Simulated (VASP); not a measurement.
Input of a VASP 6.6.1 run:

INCAR

```
ALGO     = Normal         # electronic algorithm
EDIFF    = 1E-7           # SCF threshold, eV
ENCUT    = 520            # plane-wave cutoff, eV
GGA      = RE             # functional
ISIF     = 2              # what is computed and relaxed
ISMEAR   = -1             # smearing method
ISPIN    = 2              # spin polarisation
LASPH    = True           # aspherical terms in the spheres
LCHARG   = False          # write CHGCAR
LMAXMIX  = 4              # l up to which the mixer works
LORBIT   = 11             # projections on sites
LREAL    = False          # projectors in reciprocal space
LWAVE    = False          # write WAVECAR
MAGMOM   = -0.45 -0.45    # initial moments
NBANDS   = 21             # bands
NELM     = 150            # most SCF steps
PREC     = Accurate       # precision mode
SIGMA    = 0.05           # smearing width, eV
```

The input KPOINTS:

```
k-points
0
Gamma
  11 11 11
```

Contents of POSCAR:

```
Pd
1.0
    0.0000000000      3.0110119851      3.0110119851
    3.0110119851      0.0000000000      3.0110119851
    3.0110119851      3.0110119851      0.0000000000
Pd
2
Direct
    0.1250000000      0.1250000000      0.1250000000
    0.8750000000      0.8750000000      0.8750000000
```

Potentials or basis: VASP PAW PBE potentials, release 64 (Pd).

Launch:

```sh
$ cat potpaw_PBE.64/Pd/POTCAR > POTCAR
$ mpirun -np 1 vasp_std > vasp.out
```

Q: Predict the net moment.

A: -0.90 μB per cell.

Q: Estimate the pressure.

A: -3.7 GPa.

Q: Estimate the site moments.

A: Pd -0.44 μB.

Caveat: the cell stands under tension; the PAW data sets were made with another functional, which shifts forces and pressure a little.
